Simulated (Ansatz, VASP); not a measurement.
# Ge: VASP beside Ansatz

```
Ge
1.0
    -2.37148    2.75427    1.39680
     2.37148   -2.75427    1.39680
     2.37148    2.75427   -1.39680
Ge
2
Direct
  0.12465 0.87465 0.25000
  0.87535 0.12535 0.75000
```

Change from the starting cell: strain -0.0750 x Voigt [1, -1, 0, 0, 0, 0], atoms carried along.

Alike in both runs: task single point; functional PBEsol; k mesh 24 × 24 × 24; occupations gaussian, width 0.15 eV; no spin polarisation.

|  | VASP | Ansatz |
| --- | --- | --- |
| version | VASP 6.6.1 | Ansatz 0.2.0 |
| potentials or method | VASP PAW PBE potentials, release 64 (Ge_d), cutoff 520 eV | scalar-relativistic, plane waves, PAW |
| valence electrons in the cell | 28 | 28 |

VASP gave:

- gap on the k mesh at the Fermi level (eV): none
- pressure (GPa): 3.6
- traceless stress, the component that is largest in VASP (GPa): 13.01
- rms of the force components (eV/Å): 0.256

Q: What did Ansatz give for the same quantities?

A: gap on the k mesh at the Fermi level (eV): none; pressure (GPa): 3.0; traceless stress, the component that is largest in VASP (GPa): 13.05; rms of the force components (eV/Å): 0.258.

VASP's potentials were made for PBE, not for PBEsol. Atom by atom the forces differ by 0.002 eV/Å (rms over components). A gap of «none» marks a metal or a gap that the smearing closes.
